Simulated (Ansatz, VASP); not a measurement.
## Zn in VASP and in Ansatz

File INCAR:

```
SYSTEM = Zn
PREC     = Accurate       ! precision mode
ENCUT    = 520            ! plane-wave cutoff, eV
EDIFF    = 1E-6           ! SCF threshold, eV
ISMEAR   = 0              ! smearing method
SIGMA    = 0.15           ! smearing width, eV
LREAL    = .False.        ! projectors in reciprocal space
LASPH    = .True.         ! aspherical terms in the spheres
NELM     = 60             ! most SCF steps
ALGO     = Normal         ! electronic algorithm
ISIF     = 2              ! what is computed and relaxed
LWAVE    = .False.        ! write WAVECAR
LCHARG   = .False.        ! write CHGCAR
GGA      = PS             ! functional
NBANDS   = 12             ! bands
```

The input KPOINTS:

```
regular mesh
0
Gamma
  20 20 20
  0 0 0
```

POSCAR

```
Zn
1.0
   -1.4688715212      1.5300745013      1.4688715212
    1.4688715212     -1.5300745013      1.4688715212
    1.4688715212      1.5300745013     -1.4688715212
Zn
1
Direct
    0.0000000000      0.0000000000      0.0000000000
```

Input for Ansatz:

```yaml
crystal:
  lattice:
    - [-1.4688715212, 1.5300745013, 1.4688715212]
    - [1.4688715212, -1.5300745013, 1.4688715212]
    - [1.4688715212, 1.5300745013, -1.4688715212]
  atoms:
    - { symbol: Zn, position: [0.0, 0.0, 0.0] }
basis:
  ecutwfc: 520.0
kpoints:
  mp_grid: { grid: [20, 20, 20] }
hamiltonian:
  xc: pbesol
scf:
  occupations: { method: gaussian, width: 0.15 }
output:
  forces: true
  stress: true
  eigenvalues: true
```

Change from the starting cell: normal strain along x -0.0400, normal strain along z -0.0400.

Alike in both runs: task single point; functional PBEsol; k mesh 20 × 20 × 20; occupations gaussian, width 0.15 eV; no spin polarisation.

|  | VASP | Ansatz |
| --- | --- | --- |
| version | VASP 6.6.1 | Ansatz 0.2.0 |
| potentials or method | VASP PAW PBE potentials, release 64 (Zn), cutoff 520 eV | scalar-relativistic, plane waves, PAW |
| valence electrons in the cell | 12 | 12 |

|  | VASP | Ansatz | Ansatz less VASP |
| --- | --- | --- | --- |
| gap on the k mesh at the Fermi level (eV) | none | none | - |
| pressure (GPa) | 8.7 | 8.1 | -0.57 |
| traceless stress, the component that is largest in VASP (GPa) | 1.50 | 1.53 | +0.027 |

VASP's potentials were made for PBE, not for PBEsol. A gap of «none» marks a metal or a gap that the smearing closes. The functional is the same, so the differences come from potentials, cutoffs and numerics.
